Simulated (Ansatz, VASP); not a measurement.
# Two plane-wave programs on Sr2ZrGeO6

INCAR

```
SYSTEM = Sr2ZrGeO6
PREC = Accurate
ENCUT = 520
EDIFF = 1E-6
ISMEAR = 0
SIGMA = 0.05
LREAL = .FALSE.
LASPH = .TRUE.
NELM = 100
ALGO = Normal
ISIF = 2
LWAVE = .FALSE.
LCHARG = .FALSE.
GGA = PE
NBANDS = 52
```

Contents of KPOINTS:

```
Automatic mesh
0
G
  6 6 6
  0 0 0
```

The input POSCAR:

```
Sr2ZrGeO6
1.0
    0.0000000000      3.9989701120      3.9989701120
    3.9989701120      0.0000000000      3.9989701120
    3.9989701120      3.9989701120      0.0000000000
Sr Zr Ge O
2 1 1 6
Direct
    0.2500000000      0.2500000000      0.2500000000
    0.7500000000      0.7500000000      0.7500000000
    0.5000000000      0.5000000000      0.5000000000
    0.0000000000      0.0000000000      0.0000000000
    0.7600955181      0.2399044819      0.2399044819
    0.2399044819      0.7600955181      0.7600955181
    0.2399044819      0.7600955181      0.2399044819
    0.7600955181      0.2399044819      0.7600955181
    0.2399044819      0.2399044819      0.7600955181
    0.7600955181      0.7600955181      0.2399044819
```

Input for Ansatz:

```yaml
crystal:
  lattice:
    - [0.0, 3.998970112, 3.998970112]
    - [3.998970112, 0.0, 3.998970112]
    - [3.998970112, 3.998970112, 0.0]
  atoms:
    - { symbol: Sr, position: [0.25, 0.25, 0.25] }
    - { symbol: Sr, position: [0.75, 0.75, 0.75] }
    - { symbol: Zr, position: [0.5, 0.5, 0.5] }
    - { symbol: Ge, position: [0.0, 0.0, 0.0] }
    - { symbol: O, position: [0.7600955181, 0.2399044819, 0.2399044819] }
    - { symbol: O, position: [0.2399044819, 0.7600955181, 0.7600955181] }
    - { symbol: O, position: [0.2399044819, 0.7600955181, 0.2399044819] }
    - { symbol: O, position: [0.7600955181, 0.2399044819, 0.7600955181] }
    - { symbol: O, position: [0.2399044819, 0.2399044819, 0.7600955181] }
    - { symbol: O, position: [0.7600955181, 0.7600955181, 0.2399044819] }
basis:
  ecutwfc: 420
kpoints:
  mp_grid: { grid: [6, 6, 6] }
hamiltonian:
  xc: pbe
scf:
  occupations: { method: gaussian, width: 0.05 }
output:
  forces: true
  stress: true
  eigenvalues: true
  write_density: true
  write_potential: true
  elf: true
  volumetric_format: npy
```

Alike in both runs: task single point; functional PBE; k mesh 6 × 6 × 6; occupations gaussian, width 0.05 eV; no spin polarisation.

|  | VASP | Ansatz |
| --- | --- | --- |
| version | VASP 6.6.1 | Ansatz 0.2.0 |
| potentials or method | VASP PAW PBE potentials, release 64 (Sr_sv, Zr_sv, Ge_d, O), cutoff 520 eV | scalar-relativistic, plane waves, PAW |
| valence electrons in the cell | 82 | 82 |

```tsv
	VASP	Ansatz	Ansatz less VASP
gap on the k mesh at the Fermi level (eV)	4.12	4.13	+0.013
least direct gap on the mesh (eV)	4.20	4.21	+0.008
pressure (GPa)	0.4	0.0	-0.38
rms of the force components (eV/Å)	0.004	0.001	-0.0034
```

Atom by atom the forces differ by 0.003 eV/Å (rms over components).
